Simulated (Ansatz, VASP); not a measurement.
One calculation of Mg, two programs

INCAR

```
SYSTEM = Mg
PREC = Accurate
ENCUT = 520
EDIFF = 1E-6
ISMEAR = 0
SIGMA = 0.15
LREAL = .FALSE.
LASPH = .TRUE.
NELM = 100
ALGO = Normal
ISIF = 2
LWAVE = .FALSE.
LCHARG = .FALSE.
GGA = PS
NBANDS = 9
```

Contents of KPOINTS:

```
Automatic mesh
0
G
  18 18 10
  0 0 0
```

Contents of POSCAR:

```
Mg
1.0
    3.2532396199      0.0000000000      0.0000000000
   -1.6266198099      2.8173881554      0.0000000000
    0.0000000000      0.0000000000      5.0704447238
Mg
2
Direct
    0.3333333333      0.6666666667      0.2500000000
    0.6666666667      0.3333333333      0.7500000000
```

Input for Ansatz:

```yaml
crystal:
  lattice:
    - [3.2532396199, 0.0, 0.0]
    - [-1.6266198099, 2.8173881554, 0.0]
    - [0.0, 0.0, 5.0704447238]
  atoms:
    - { symbol: Mg, position: [0.3333333333, 0.6666666667, 0.25] }
    - { symbol: Mg, position: [0.6666666667, 0.3333333333, 0.75] }
basis:
  ecutwfc: 420
kpoints:
  mp_grid: { grid: [18, 18, 10] }
hamiltonian:
  xc: pbesol
scf:
  occupations: { method: gaussian, width: 0.15 }
output:
  forces: true
  stress: true
  eigenvalues: true
```

Alike in both runs: task single point; functional PBEsol; k mesh 18 × 18 × 10; occupations gaussian, width 0.15 eV; no spin polarisation.

|  | VASP | Ansatz |
| --- | --- | --- |
| version | VASP 6.6.1 | Ansatz 0.2.0 |
| potentials or method | VASP PAW PBE potentials, release 64 (Mg), cutoff 520 eV | scalar-relativistic, plane waves, PAW |
| valence electrons in the cell | 4 | 20 |

VASP gave:

* gap on the k mesh at the Fermi level (eV): none
* pressure (GPa): -1.1
* traceless stress, the component that is largest in VASP (GPa): 1.04

Problem. Estimate Ansatz's values.

Solution. gap on the k mesh at the Fermi level (eV): none; pressure (GPa): -1.1; traceless stress, the component that is largest in VASP (GPa): 1.03.

VASP's potentials were made for PBE, not for PBEsol. A gap of «none» marks a metal or a gap that the smearing closes. With one functional, cell and mesh, what is left measures potentials, basis and numerics. VASP's potentials hold 4 valence electrons a cell and Ansatz's 20, so a difference there can come from the potentials and not from the codes.
